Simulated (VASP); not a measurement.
Ir: single point with r2SCAN

Crystal: Ir.

```
CELL_PARAMETERS angstrom
2.79265 0.00000 0.00000
-1.39632 2.41850 0.00000
0.00000 0.00000 4.39536
ATOMIC_POSITIONS crystal
Ir 0.66667 0.33333 0.75000
Ir 0.33333 0.66667 0.25000
```

This cell differs from its parent crystal: strain +0.015 along x and y, -0.015 along z.

```yaml
Program: VASP 6.6.1
Task: single point
Functional: r2SCAN
Potentials_or_basis: VASP PAW PBE potentials, release 64 (Ir)
Cutoff: 520 eV
k_mesh: 18 × 18 × 12
Occupations: gaussian, width 0.15 eV
Spin: no spin polarisation
```

```yaml
Pressure: -10.9 GPa
Band_gap_on_the_k_mesh: zero (bands 9 and 10 overlap by 3.21 eV)
```

Stress tensor (GPa, compression positive):
```
-14.00   0.00   0.00
  0.00 -14.00   0.00
  0.00   0.00  -4.63
```

Levels at points of the mesh, in eV from the Fermi level:
| k point | band 7 | band 8 | band 9 | band 10 | band 11 | band 12 |
| --- | --- | --- | --- | --- | --- | --- |
| (0.00, 0.00, 0.00) | -3.08 | -2.61 | -2.61 | -0.39 | 0.21 | 0.21 |
| (0.50, 0.00, 0.00) | -2.76 | 0.43 | 0.90 | 1.00 | 2.78 | 4.19 |
| (0.00, 0.00, 0.50) | -3.98 | -3.98 | -0.50 | -0.50 | -0.50 | -0.50 |
| (0.50, 0.00, 0.50) | -0.95 | -0.95 | 0.72 | 0.72 | 1.98 | 1.98 |

It took 3.6 min on 1 thread of Intel(R) Xeon(R) 6975P-C (Granite Rapids), on a shared host, peak memory 0.24 GiB.

Caveat: the cell differs from its parent crystal (strain +0.015 along x and y, -0.015 along z); the cell stands under tension; the PAW data sets were made with another functional, which shifts forces and pressure a little; spin-orbit coupling is left out, which moves the levels of the heavy elements.
